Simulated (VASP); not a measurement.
# MgBe2S3 (P-3m1) in VASP: notebook, part 2 of 2

VASP 6.6.1. The steps go on from the part before.

### Step 4. Relaxation of cell and atoms, PBE

This run uses another cell than the first one, of 15.23 Å³/atom, 1.077 times its volume.

Input file INCAR:

```
  ALGO = Normal
  EDIFF = 1E-6
  EDIFFG = -0.04
  ENCUT = 600
  GGA = PE
  IBRION = 2
  ISIF = 3
  ISMEAR = 0
  LASPH = T
  LCHARG = F
  LREAL = F
  LWAVE = F
  NELM = 60
  NSW = 90
  PREC = Accurate
  SIGMA = 0.1
```

Input file KPOINTS:

```
k-points
0
Gamma
  6 6 2
```

Input file POSCAR:

```
MgBe2S3
1.0
    3.4518404500      0.0000000000      0.0000000000
   -1.7259202200      2.9893815200      0.0000000000
    0.0000000000      0.0000000000      8.8564487000
Mg Be S
1 2 3
Direct
    0.0000000000      0.0000000000      0.0000000000
    0.3333333300      0.6666666700      0.6618250000
    0.6666666700      0.3333333300      0.3381750000
    0.3333333300      0.6666666700      0.2081069900
    0.0000000000      0.0000000000      0.5000000000
    0.6666666700      0.3333333300      0.7918930100
```

Potentials or basis: VASP PAW PBE potentials, release 64 (Mg, Be, S).

Launch:

```bash
$ cat potpaw_PBE.64/Mg/POTCAR potpaw_PBE.64/Be/POTCAR potpaw_PBE.64/S/POTCAR > POTCAR
$ mpirun -np 1 vasp_std > vasp.out
```

OUTCAR:

```text
EDIFF = 1E-6
   EDIFFG = -0.04
   ENCUT = 600
   GGA = PE
   IBRION = 2
   ISIF = 3
   ISMEAR = 0
   LASPH = T
   LREAL = F
   NELM = 60
   NSW = 90
   PREC = Accurate

 ion  position               nearest neighbor table
   1  0.000  0.000  0.000-   4 2.71   6 2.71   4 2.71   6 2.71   6 2.71   4 2.71
   2  0.333  0.667  0.662-   6 2.30   6 2.30   6 2.30   5 2.45   5 2.45   5 2.45
   3  0.667  0.333  0.338-   4 2.30   4 2.30   4 2.30   5 2.45   5 2.45   5 2.45
   4  0.333  0.667  0.208-   3 2.30   3 2.30   3 2.30   1 2.71   1 2.71   1 2.71
   5  0.000  0.000  0.500-   2 2.45   3 2.45   2 2.45   3 2.45   3 2.45   2 2.45
   6  0.667  0.333  0.792-   2 2.30   2 2.30   2 2.30   1 2.71   1 2.71   1 2.71

  LATTYP: Found a hexagonal cell.
 ALAT       =     3.4518404500
 C/A-ratio  =     2.5657178622

  Lattice vectors:

 A1 = (   3.4518404500,   0.0000000000,   0.0000000000)
 A2 = (  -1.7259202200,   2.9893815200,   0.0000000000)
 A3 = (   0.0000000000,   0.0000000000,   8.8564487000)

Analysis of symmetry for initial positions (statically):
[... 183 lines left out ...]
      1      -9.0067      2.00000
      2      -8.3638      2.00000
      3      -7.1632      2.00000
      4      -0.0889      2.00000
      5      -0.0700      2.00000
      6       4.1442      2.00000
[... 534 lines left out ...]
--------------------------------------- Ionic step        8  -------------------------------------------

 number of electron      24.0000000 magnetization

 Free energy of the ion-electron system (eV)
  ---------------------------------------------------
  ext. energy  EPLUGINS =         0.00000000
  ---------------------------------------------------
  free energy    TOTEN  =       -25.98685242 eV

  energy without entropy =      -25.98685242  energy(sigma->0) =      -25.98685242

 E-fermi :   5.9639     XC(G=0): -10.2628

 val. band max:        5.5238879212   @ k =   0.1667  -0.0000   0.5000
 cond. band min:       7.0334910899   @ k =   0.5000   0.0000   0.0000
 fundamental gap:      1.5096031687
 Fermi energy:         5.9638787636

 k-point     1 :       0.0000    0.0000    0.0000
  band No.  band energies     occupation
      1      -8.7042      2.00000
      2      -7.7211      2.00000
      3      -7.0618      2.00000
      4       0.4210      2.00000
      5       0.5613      2.00000
      6       4.8970      2.00000
[... 288 lines left out ...]
  FREE ENERGIE OF THE ION-ELECTRON SYSTEM (eV)
  ---------------------------------------------------
  free  energy   TOTEN  =       -25.9868524215 eV

  energy  without entropy=      -25.9868524215  energy(sigma->0) =      -25.98685242

 reached required accuracy - stopping structural energy minimisation
```

OSZICAR:

```text
N       E                     dE             d eps       ncg     rms          rms(c)
DAV:   1     0.116304990166E+03    0.11630E+03   -0.11408E+04   448   0.144E+03
DAV:   2    -0.170740634379E+02   -0.13338E+03   -0.13050E+03   624   0.220E+02
DAV:   3    -0.264318651411E+02   -0.93578E+01   -0.92204E+01   600   0.690E+01
[... 71 lines left out ...]
DAV:   3    -0.259868565664E+02    0.10608E-03   -0.40530E-04   552   0.114E-01    0.380E-02
DAV:   4    -0.259868516770E+02    0.48894E-05   -0.20233E-05   656   0.312E-02    0.224E-02
DAV:   5    -0.259868505741E+02    0.11029E-05   -0.32956E-06   624   0.139E-02    0.144E-02
DAV:   6    -0.259868522852E+02   -0.17111E-05   -0.29299E-06   584   0.140E-02    0.444E-03
DAV:   7    -0.259868524215E+02   -0.13633E-06   -0.56162E-07   320   0.516E-03
   8 F= -.25986852E+02 E0= -.25986852E+02  d E =-.984211E-03
```

CONTCAR:

```text
MgBe2S3
   1.00000000000000
     3.4025515766913896   -0.0000000000871668   -0.0000000000000000
    -1.7012757834925778    2.9466961036126524    0.0000000000000000
    -0.0000000000000001   -0.0000000000000000    8.4551790054532177
  Mg              Be              S
     1     2     3
Direct
     0.0000000000000000    1.0000000000000000    1.0000000000000000
     0.3333333300000021    0.6666666699999979    0.6593917140104086
     0.6666666699999979    0.3333333300000021    0.3406082859895914
     0.3333333300000021    0.6666666699999979    0.1934480555085140
     0.0000000000000000    0.0000000000000000    0.5000000000000000
     0.6666666699999979    0.3333333300000021    0.8065519444914862

  0.00000000E+00  0.00000000E+00  0.00000000E+00
  0.00000000E+00  0.00000000E+00  0.00000000E+00
  0.00000000E+00  0.00000000E+00  0.00000000E+00
  0.00000000E+00  0.00000000E+00  0.00000000E+00
  0.00000000E+00  0.00000000E+00  0.00000000E+00
  0.00000000E+00  0.00000000E+00  0.00000000E+00
```

Wall time 65 s (1 thread of Intel Xeon 6975P-C (Granite Rapids), shared host); peak memory 0.25 GiB.

What came out:

```yaml
Free_energy: -25.9869 eV
Relaxed_volume: 14.13 Å³/atom
Relaxed_cell: a = 3.403 Å, b = 3.403 Å, c = 8.455 Å, α = 90.00°, β = 90.00°, γ = 120.00°
Space_group_after_relaxing_to_0.05_Å: P-3m1 (No. 164)
Energy_gained_by_relaxing: 53.3 meV/atom
Ionic_steps: 8
Pressure_after_relaxing: 0.0 GPa
Largest_force_after_relaxing: 0.029 eV/Å
Band_gap_on_the_k_mesh: 1.51 eV, indirect (least direct gap 2.23 eV)
```

Forces in eV/Å, atoms in the order of the input:
```
Mg   0.000  0.000  0.000
Be   0.000  0.000  0.007
Be   0.000  0.000 -0.007
S    0.000  0.000 -0.029
S    0.000  0.000  0.000
S    0.000  0.000  0.029
```

The path:
| step | energy change (eV) | largest force (eV/Å) | pressure (GPa) | volume (Å³) |
| --- | --- | --- | --- | --- |
| 1 | 0.0000 | 1.0361 | -5.83 | 91.39 |
| 2 | -0.2552 | 0.7727 | 0.64 | 84.23 |
| 3 | -0.2603 | 0.7085 | 1.94 | 83.11 |
| 4 | -0.3107 | 0.2342 | 0.84 | 83.98 |
| 5 | -0.3159 | 0.1668 | 0.43 | 84.36 |
| 6 | -0.3189 | 0.0863 | -0.14 | 84.87 |
| 7 | -0.3191 | 0.0581 | -0.35 | 85.05 |
| 8 | -0.3201 | 0.0288 | -0.04 | 84.77 |

Final structure:
```
Mg Be S
1.0
     3.40255    0.00000    0.00000
    -1.70128    2.94670    0.00000
     0.00000    0.00000    8.45518
Mg Be S
1 2 3
Direct
  0.00000 0.00000 0.00000
  0.33333 0.66667 0.65939
  0.66667 0.33333 0.34061
  0.33333 0.66667 0.19345
  0.00000 0.00000 0.50000
  0.66667 0.33333 0.80655
```

A k mesh can miss the band edges. PBE gaps usually lie below the measured ones, often by a third to a half.

### Step 5. Single point, PBE

Input file INCAR:

```
SYSTEM = MgBe2S3
PREC = Accurate
ENCUT = 520
EDIFF = 1E-6
ISMEAR = 0
SIGMA = 0.02
LREAL = .False.
LASPH = .True.
NELM = 80
ALGO = Normal
ISIF = 2
LWAVE = .False.
LCHARG = .False.
GGA = PE
NBANDS = 21
```

Input file KPOINTS:

```
regular mesh
0
Gamma
  12 12 4
  0 0 0
```

Input file POSCAR:

```
MgBe2S3
1.0
    3.4032305631      0.0000000000      0.0000000000
   -1.7016152816      2.9472841226      0.0000000000
    0.0000000000      0.0000000000      8.4567705958
Mg Be S
1 2 3
Direct
    0.0000000000      0.0000000000      0.0000000000
    0.3333333333      0.6666666667      0.6595669655
    0.6666666667      0.3333333333      0.3404330345
    0.3333333333      0.6666666667      0.1932087989
    0.0000000000      0.0000000000      0.5000000000
    0.6666666667      0.3333333333      0.8067912011
```

Launch:

```bash
$ cat potpaw_PBE.64/Mg/POTCAR potpaw_PBE.64/Be/POTCAR potpaw_PBE.64/S/POTCAR > POTCAR
$ mpirun -np 1 vasp_std > vasp.out
```

Wall time 49 s (1 thread of Intel Xeon 6975P-C (Granite Rapids), shared host); peak memory 0.28 GiB.

Results (log left out):

| Quantity | Value |
| --- | --- |
| Free energy | -26.0006 eV |
| Pressure | -0.2 GPa |
| Largest force | 0.011 eV/Å |
| Band gap on the k mesh | 1.51 eV, indirect (least direct gap 2.23 eV) |

Forces in eV/Å, atoms in the order of the input:
```
Mg   0.000  0.000  0.000
Be   0.000  0.000  0.002
Be   0.000  0.000 -0.002
S    0.000  0.000 -0.011
S    0.000  0.000  0.000
S    0.000  0.000  0.011
```

Levels at points of the mesh, in eV from the valence-band top:
```csv
k point,band 9,band 10,band 11,band 12,band 13,band 14,band 15,band 16
"(0.00, 0.00, 0.00)",-0.43,-0.21,-0.21,-0.16,4.16,4.30,4.72,4.72
"(0.50, 0.00, 0.00)",-2.60,-1.76,-1.67,-0.72,1.51,3.89,3.99,4.15
"(0.00, 0.00, 0.50)",-0.42,-0.42,-0.24,-0.24,4.08,4.63,4.63,4.99
"(0.50, 0.00, 0.50)",-2.61,-2.04,-0.57,-0.47,2.26,2.76,4.06,4.91
```

A k mesh can miss the band edges. Expect the measured gap to be larger: semilocal functionals such as PBE lack the derivative discontinuity.

### Step 6. Overview

```csv
task,cell,k mesh,cutoff (eV),smearing,gap on the mesh (eV),pressure (GPa),largest force (eV/Å)
single point,"a = 3.406, b = 3.406, c = 8.448 Å, angles 90.0, 90.0, 120.0°, 6 atoms",6 × 6 × 2,520,gaussian 0.1 eV,1.51,-0.2,0.02
single point,"a = 3.452, b = 3.452, c = 8.856 Å, angles 90.0, 90.0, 120.0°, 6 atoms",6 × 6 × 2,520,gaussian 0.1 eV,1.08,-5.9,1.04
relaxation of cell and atoms,"relaxed from a = 3.452, b = 3.452, c = 8.856 Å, angles 90.0, 90.0, 120.0°, 6 atoms",6 × 6 × 2,600,gaussian 0.1 eV,1.51,0.0,0.03
single point,"a = 3.403, b = 3.403, c = 8.457 Å, angles 90.0, 90.0, 120.0°, 6 atoms",12 × 12 × 4,520,gaussian 0.02 eV,1.51,-0.2,0.01
```

Alike in all rows: level PBE; potentials or basis VASP PAW PBE potentials, release 64 (Mg, Be, S); no spin polarisation.

Caveats: forces of over 1 eV/Å act on the atoms, so gaps and moduli don't describe the material at rest (some runs).

Total energies depend on the potentials used, so only differences within one code and one set of settings carry meaning.
